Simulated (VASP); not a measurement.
Set up this calculation in VASP 6.6.1, as the native input.

| Quantity | Value |
| --- | --- |
| Task | single point |
| Functional | PBEsol |
| Potentials or basis | VASP PAW PBE potentials, release 64 (Hf_pv, N) |
| Cutoff | 520 eV |
| k mesh | 16 × 16 × 16 |
| Occupations | gaussian, width 0.15 eV |
| Spin | no spin polarisation |
| Dipole correction | no |
| Further INCAR settings | ALGO = Normal; EDIFF = 1e-07; NBANDS = 14 |

The structure of HfN lies in POSCAR:

```
HfN
1.0
    0.0000000000      2.4548220000      2.4548220000
    2.4548220000      0.0000000000      2.4548220000
    2.4548220000      2.4548220000      0.0000000000
Hf N
1 1
Direct
    0.0025460094      0.0025460094     -0.0025460094
    0.7500000000      0.7500000000      0.7500000000
```

This cell differs from its parent crystal: all Hf atoms moved +0.013 Å, as atom 1 along Cartesian [0 0 1].

These files were run (other wordings do the same):

INCAR

```
PREC     = Accurate       # precision mode
ENCUT    = 520            # plane-wave cutoff, eV
EDIFF    = 1E-7           # SCF threshold, eV
ISMEAR   = 0              # smearing method
SIGMA    = 0.15           # smearing width, eV
LREAL    = False          # projectors in reciprocal space
LASPH    = True           # aspherical terms in the spheres
NELM     = 60             # most SCF steps
ALGO     = Normal         # electronic algorithm
ISIF     = 2              # what is computed and relaxed
LWAVE    = False          # write WAVECAR
LCHARG   = False          # write CHGCAR
GGA      = PS             # functional
NBANDS   = 14             # bands
```

KPOINTS

```
regular mesh
0
Gamma
  16 16 16
```

Potentials or basis: VASP PAW PBE potentials, release 64 (Hf_pv, N).

Launch:

```sh
$ cat potpaw_PBE.64/Hf_pv/POTCAR potpaw_PBE.64/N/POTCAR > POTCAR
$ mpirun -np 1 vasp_std > vasp.out
```

Results of the run:

| Item | Value |
| --- | --- |
| Pressure | -5.9 GPa |
| Largest force | 0.145 eV/Å |

Caveat: the cell differs from its parent crystal (all Hf atoms moved +0.013 Å, as atom 1 along Cartesian [0 0 1]); the PAW data sets were made with another functional, which shifts forces and pressure a little.

Wall time 2.2 min on 1 thread of Intel(R) Xeon(R) Platinum 8488C (Sapphire Rapids) (shared host), peak memory 0.38 GiB.
